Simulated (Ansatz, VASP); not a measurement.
One calculation of Te2S2O, two programs

File INCAR:

```
SYSTEM = Te2S2O
PREC = Accurate ; ENCUT = 520
EDIFF = 1E-6 ; ISMEAR = -1
SIGMA = 0.1 ; LREAL = .FALSE.
LASPH = .TRUE. ; NELM = 100
ALGO = Normal ; ISIF = 2
LWAVE = .FALSE. ; LCHARG = .TRUE.
GGA = PE ; LELF = .TRUE.
LVHAR = .TRUE. ; NBANDS = 41
```

The input KPOINTS:

```
Automatic mesh
0
G
  3 3 3
  0 0 0
```

Contents of POSCAR:

```
Te2S2O
1.0
    5.6055430000      3.4544390000      0.0000000000
    5.6055430000     -3.4544390000      0.0000000000
    0.0000000000      0.0000000000     -6.1130640000
O Te S
2 4 4
Direct
    0.2170000000      0.7830000000      0.7700000000
    0.7830000000      0.2170000000      0.2700000000
    0.3260000000      0.0320000000      0.7030000000
    0.6740000000      0.9680000000      0.2030000000
    0.9680000000      0.6740000000      0.7030000000
    0.0320000000      0.3260000000      0.2030000000
    0.3419000000      0.0879000000      0.3600000000
    0.6581000000      0.9121000000      0.8600000000
    0.9121000000      0.6581000000      0.3600000000
    0.0879000000      0.3419000000      0.8600000000
```

Input for Ansatz:

```yaml
crystal:
  lattice:
    - [5.605543, 3.454439, 0.0]
    - [5.605543, -3.454439, 0.0]
    - [0.0, 0.0, -6.113064]
  atoms:
    - { symbol: O, position: [0.217, 0.783, 0.77] }
    - { symbol: O, position: [0.783, 0.217, 0.27] }
    - { symbol: Te, position: [0.326, 0.032, 0.703] }
    - { symbol: Te, position: [0.674, 0.968, 0.203] }
    - { symbol: Te, position: [0.968, 0.674, 0.703] }
    - { symbol: Te, position: [0.032, 0.326, 0.203] }
    - { symbol: S, position: [0.3419, 0.0879, 0.36] }
    - { symbol: S, position: [0.6581, 0.9121, 0.86] }
    - { symbol: S, position: [0.9121, 0.6581, 0.36] }
    - { symbol: S, position: [0.0879, 0.3419, 0.86] }
  symmetry: { tolerance: 0.0003 }
kpoints:
  mp_grid: { grid: [3, 3, 3], shift: [0, 0, 0] }
magnetization:
  spin_polarized: false
scf:
  occupations: { method: fermi_dirac }
  eigensolver: { kind: davidson }
hamiltonian:
  pseudopotentials: { kind: paw }
  xc: pbe
basis:
  ecutwfc: 420
  precision: f64
output:
  forces: true
  stress: true
  eigenvalues: true
  write_density: true
  write_potential: true
  elf: true
  volumetric_format: npy
```

Alike in both runs: task single point; functional PBE; k mesh 3 × 3 × 3; no spin polarisation.

```csv
,VASP,Ansatz
version,VASP 6.6.1,Ansatz 0.2.0
potentials or method,"VASP PAW PBE potentials, release 64 (O, Te, S), cutoff 520 eV",PAW plane waves
occupations,"fermi-dirac, width 0.1 eV",fermi-dirac
valence electrons in the cell,60,100
```

VASP gave:

```
gap on the k mesh at the Fermi level (eV) : none
rms of the force components (eV/Å)        : 2.695
```

**Question.** Estimate Ansatz's values.

**Answer.** gap on the k mesh at the Fermi level (eV): none; rms of the force components (eV/Å): 2.663.

Atom by atom the forces differ by 0.033 eV/Å (rms over components). A gap of «none» marks a metal or a gap that the smearing closes. VASP's potentials hold 60 valence electrons a cell and Ansatz's 100, so a difference there can come from the potentials and not from the codes.

Neither program's run includes spin-orbit coupling.
